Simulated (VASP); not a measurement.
Write the native input for VASP 6.6.1 that does the following.

```
Task                   : single point
Functional             : PBEsol
Potentials or basis    : VASP PAW PBE potentials, release 64 (Mg, B)
Cutoff                 : 520 eV
k mesh                 : 6 × 6 × 3
Occupations            : fermi-dirac, width 0.1 eV
Spin                   : no spin polarisation
Dipole correction      : no
Further INCAR settings : ALGO = Normal; EDIFF = 1e-06; NBANDS = 17; NELMDL = -8
```

The structure of MgB2 lies in POSCAR:

```
MgB2
1.0
    3.0850000000      0.0000000000      0.0000000000
   -1.5425000000      2.6716883700      0.0000000000
    0.0000000000      0.0000000000      8.0460000000
Mg B
2 4
Direct
    0.0000000000      0.0000000000      0.0000000000
    0.0000000000      0.0000000000      0.4378573204
    0.3333333333      0.6666666667      0.2189286602
    0.6666666667      0.3333333333      0.2189286602
    0.3333333333      0.6666666667      0.6567859806
    0.6666666667      0.3333333333      0.6567859806
```

These files were run (other wordings do the same):

INCAR

```
PREC     = Accurate       # precision mode
ENCUT    = 520            # plane-wave cutoff, eV
EDIFF    = 1E-6           # SCF threshold, eV
ISMEAR   = -1             # smearing method
SIGMA    = 0.1            # smearing width, eV
LREAL    = False          # projectors in reciprocal space
LASPH    = True           # aspherical terms in the spheres
NELM     = 120            # most SCF steps
ALGO     = Normal         # electronic algorithm
ISIF     = 2              # what is computed and relaxed
LWAVE    = False          # write WAVECAR
LCHARG   = False          # write CHGCAR
GGA      = PS             # functional
NBANDS   = 17             # bands
GGA_COMPAT= False        
NELMDL   = -8
```

KPOINTS

```
Automatic mesh
0
Gamma
  6 6 3
```

Potentials or basis: VASP PAW PBE potentials, release 64 (Mg, B).

Launch:

```sh
$ cat potpaw_PBE.64/Mg/POTCAR potpaw_PBE.64/B/POTCAR > POTCAR
$ mpirun -np 1 vasp_std > vasp.out
```

Results of the run:

```json
{"Largest force": "0.493 eV/Å", "Band gap on the k mesh": "zero (bands 8 and 9 overlap by 1.66 eV)"}
```

Caveat: the k points lie up to 0.39 Å⁻¹ apart, too coarse for converged energies and pressures of a metal; the PAW data sets were made with another functional, which shifts forces and pressure a little.

Wall time 40 s on 1 thread of Intel Xeon 8259CL (shared host), peak memory 0.18 GiB.
